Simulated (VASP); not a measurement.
A run of VASP 6.6.1 is set up as follows.

The input INCAR:

```
SYSTEM = ZrV
PREC = Accurate
ENCUT = 520
EDIFF = 1E-6
ISMEAR = 0
SIGMA = 0.1
LREAL = .FALSE.
LASPH = .TRUE.
NELM = 150
ALGO = Normal
ISIF = 2
LWAVE = .FALSE.
LCHARG = .TRUE.
ISPIN = 2
MAGMOM = 0 2
LORBIT = 11
LMAXMIX = 4
GGA = PE
LELF = .TRUE.
LVHAR = .TRUE.
NBANDS = 24
```

The input KPOINTS:

```
Automatic mesh
0
G
  6 6 6
  0 0 0
```

File POSCAR:

```
ZrV
1.0
    1.3683469304      0.7900154686      4.3584383710
   -1.3683469304      0.7900154686      4.3584383710
    0.0000000000     -1.5800309373      4.3584383710
Zr V
1 1
Direct
    0.0000000000      0.0000000000      0.0000000000
    0.5000000000      0.5000000000      0.5000000000
```

Potentials or basis: VASP PAW PBE potentials, release 64 (Zr_sv, V_sv).

The run is started by

```bash
$ cat potpaw_PBE.64/Zr_sv/POTCAR potpaw_PBE.64/V_sv/POTCAR > POTCAR
$ mpirun -np 1 vasp_std > vasp.out
```

Question: Estimate the net moment.

Answer: 0.00 μB per cell.

Question: Estimate the pressure.

Answer: 51.1 GPa.

Stress tensor (GPa, compression positive):
```
50.45  0.00  0.00
 0.00 50.45  0.00
 0.00  0.00 52.35
```

Caveat: the k points lie up to 0.45 Å⁻¹ apart.
